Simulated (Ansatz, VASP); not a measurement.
## MnCuAs in VASP and in Ansatz

Contents of INCAR:

```
ALGO     = Normal         # electronic algorithm
EDIFF    = 1E-6           # SCF threshold, eV
ENCUT    = 520            # plane-wave cutoff, eV
GGA      = PE             # functional
ISIF     = 2              # what is computed and relaxed
ISMEAR   = 0              # smearing method
ISPIN    = 2              # spin polarisation
LASPH    = T              # aspherical terms in the spheres
LCHARG   = F              # write CHGCAR
LMAXMIX  = 4              # l up to which the mixer works
LORBIT   = 11             # projections on sites
LREAL    = F              # projectors in reciprocal space
LWAVE    = F              # write WAVECAR
MAGMOM   = 3.71 -3.71 0 0 0 0 # initial moments
NBANDS   = 42             # bands
NELM     = 150            # most SCF steps
PREC     = Accurate       # precision mode
SIGMA    = 0.1            # smearing width, eV
```

Contents of KPOINTS:

```
k-points
0
Gamma
  4 4 2
```

The input POSCAR:

```
MnCuAs
1.0
    3.6994910000      0.0000000000      0.0000000000
    0.0000000000      3.6994910000      0.0000000000
    0.0000000000      0.0000000000      6.4084220000
Mn Cu As
2 2 2
Direct
    0.0000000000      0.5000000000      0.1640200000
    0.5000000000      0.0000000000      0.8359800000
    0.0000000000      0.0000000000      0.5000000000
    0.5000000000      0.5000000000      0.5000000000
    0.0000000000      0.5000000000      0.7762460000
    0.5000000000      0.0000000000      0.2237540000
```

Input for Ansatz:

```yaml
crystal:
  lattice:
    - [3.699491, 0.0, 0.0]
    - [0.0, 3.699491, 0.0]
    - [0.0, 0.0, 6.408422]
  atoms:
    - { symbol: Mn, position: [0.0, 0.5, 0.16402], spin: 3.71 }
    - { symbol: Mn, position: [0.5, 0.0, 0.83598], spin: -3.71 }
    - { symbol: Cu, position: [0.0, 0.0, 0.5] }
    - { symbol: Cu, position: [0.5, 0.5, 0.5] }
    - { symbol: As, position: [0.0, 0.5, 0.776246] }
    - { symbol: As, position: [0.5, 0.0, 0.223754] }
basis:
  ecutwfc: 420
kpoints:
  mp_grid: { grid: [4, 4, 2] }
hamiltonian:
  xc: pbe
  pseudopotentials: { kind: paw }
scf:
  occupations: { method: gaussian, width: 0.1 }
output:
  forces: true
  stress: true
  eigenvalues: true
  populations: true
magnetization:
  spin_polarized: true
```

Alike in both runs: task single point; functional PBE; k mesh 4 × 4 × 2; occupations gaussian, width 0.1 eV; collinear spin.

|  | VASP | Ansatz |
| --- | --- | --- |
| version | VASP 6.6.1 | Ansatz 0.2.0 |
| potentials or method | VASP PAW PBE potentials, release 64 (Mn_pv, Cu, As), cutoff 520 eV | scalar-relativistic, plane waves, PAW |
| valence electrons in the cell | 58 | 98 |

```tsv
	VASP	Ansatz	Ansatz less VASP
gap on the k mesh at the Fermi level (eV)	none	none	-
pressure (GPa)	-0.1	-0.5	-0.36
traceless stress, the component that is largest in VASP (GPa)	-0.20	-0.27	-0.075
rms of the force components (eV/Å)	0.144	0.145	+0.0006
net moment per atom (μB)	0.00	0.00	0.000
size of the moment on the site where the two differ most (μB)	3.47	3.38	-0.096
```

Site moments also hang on the region over which each program counts them. Atom by atom the forces differ by 0.004 eV/Å (rms over components). A gap of «none» marks a metal or a gap that the smearing closes. VASP's potentials hold 58 valence electrons a cell and Ansatz's 98, so a difference there can come from the potentials and not from the codes.

The k mesh is coarse, so the values compare programs but aren't converged.
